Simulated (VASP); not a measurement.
Here is a VASP 6.6.1 calculation.

Contents of INCAR:

```
PREC     = Accurate       # precision mode
ENCUT    = 500            # plane-wave cutoff, eV
EDIFF    = 1E-6           # SCF threshold, eV
ISMEAR   = 0              # smearing method
SIGMA    = 0.1            # smearing width, eV
LREAL    = False          # projectors in reciprocal space
LASPH    = True           # aspherical terms in the spheres
NELM     = 120            # most SCF steps
ALGO     = Normal         # electronic algorithm
ISIF     = 2              # what is computed and relaxed
LWAVE    = False          # write WAVECAR
LCHARG   = False          # write CHGCAR
GGA      = PE             # functional
NBANDS   = 52             # bands
GGA_COMPAT= False
```

File KPOINTS:

```
regular mesh
0
Gamma
  4 4 4
```

POSCAR

```
GeIrPt6
1.0
    0.0000000000      3.9580000000      3.9580000000
    3.9580000000      0.0000000000      3.9580000000
    3.9580000000      3.9580000000      0.0000000000
Ge Ir Pt
1 1 6
Direct
    0.0000000000      0.0000000000      0.0000000000
    0.5000000000      0.5000000000      0.5000000000
    0.5000000000      0.0000000000      0.0000000000
    0.0000000000      0.5000000000      0.0000000000
    0.0000000000      0.0000000000      0.5000000000
    0.5000000000      0.5000000000      0.0000000000
    0.0000000000      0.5000000000      0.5000000000
    0.5000000000      0.0000000000      0.5000000000
```

Potentials or basis: VASP PAW PBE potentials, release 64 (Ge_d, Ir, Pt).

Run with:

```bash
$ cat potpaw_PBE.64/Ge_d/POTCAR potpaw_PBE.64/Ir/POTCAR potpaw_PBE.64/Pt/POTCAR > POTCAR
$ mpirun -np 1 vasp_std > vasp.out
```

Problem. What does it give for the pressure?

Solution. -0.7 GPa.
